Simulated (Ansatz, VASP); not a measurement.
## BN: VASP beside Ansatz

Contents of INCAR:

```
  PREC = Accurate
  ENCUT = 520
  EDIFF = 1E-6
  ISMEAR = 0
  SIGMA = 0.05
  LREAL = False
  LASPH = True
  NELM = 60
  ALGO = Normal
  ISIF = 2
  LWAVE = False
  LCHARG = True
  GGA = PE
  IVDW = 12
  LELF = True
  LVHAR = True
  NBANDS = 16
```

The input KPOINTS:

```
Automatic mesh
0
Gamma
  12 12 4
```

The input POSCAR:

```
BN
1.0
    2.5064381059      0.0000000000      0.0000000000
   -1.2532190530      2.1706390727      0.0000000000
    0.0000000000      0.0000000000      6.6168468515
B N
2 2
Direct
    0.3333333333      0.6666666667      0.2500000000
    0.6666666667      0.3333333333      0.7500000000
    0.2642292608      0.5284585215      0.6593223686
    0.6666666667      0.3333333333      0.2500000000
```

Input for Ansatz:

```yaml
crystal:
  lattice:
    - [2.5064381059, 0.0, 0.0]
    - [-1.253219053, 2.1706390727, 0.0]
    - [0.0, 0.0, 6.6168468515]
  atoms:
    - { symbol: B, position: [0.3333333333, 0.6666666667, 0.25] }
    - { symbol: B, position: [0.6666666667, 0.3333333333, 0.75] }
    - { symbol: "N", position: [0.2642292608, 0.5284585215, 0.6593223686] }
    - { symbol: "N", position: [0.6666666667, 0.3333333333, 0.25] }
basis:
  ecutwfc: 420
kpoints:
  mp_grid: { grid: [12, 12, 4] }
hamiltonian:
  xc: pbe
  dispersion: d3bj
scf:
  occupations: { method: gaussian, width: 0.05 }
output:
  forces: true
  stress: true
  eigenvalues: true
```

Alike in both runs: task single point; functional PBE; dispersion D3(BJ); k mesh 12 × 12 × 4; occupations gaussian, width 0.05 eV; no spin polarisation.

|  | VASP | Ansatz |
| --- | --- | --- |
| version | VASP 6.6.1 | Ansatz 0.2.0 |
| potentials or method | VASP PAW PBE potentials, release 64 (B, N), cutoff 520 eV | scalar-relativistic, plane waves, PAW |
| valence electrons in the cell | 16 | 16 |

```tsv
	VASP	Ansatz	Ansatz less VASP
gap on the k mesh at the Fermi level (eV)	none	none	-
pressure (GPa)	-2.0	-2.1	-0.07
traceless stress, the component that is largest in VASP (GPa)	-15.53	-15.34	+0.191
rms of the force components (eV/Å)	2.822	2.824	+0.0015
```

Atom by atom the forces differ by 0.005 eV/Å (rms over components). A gap of «none» marks a metal or a gap that the smearing closes.
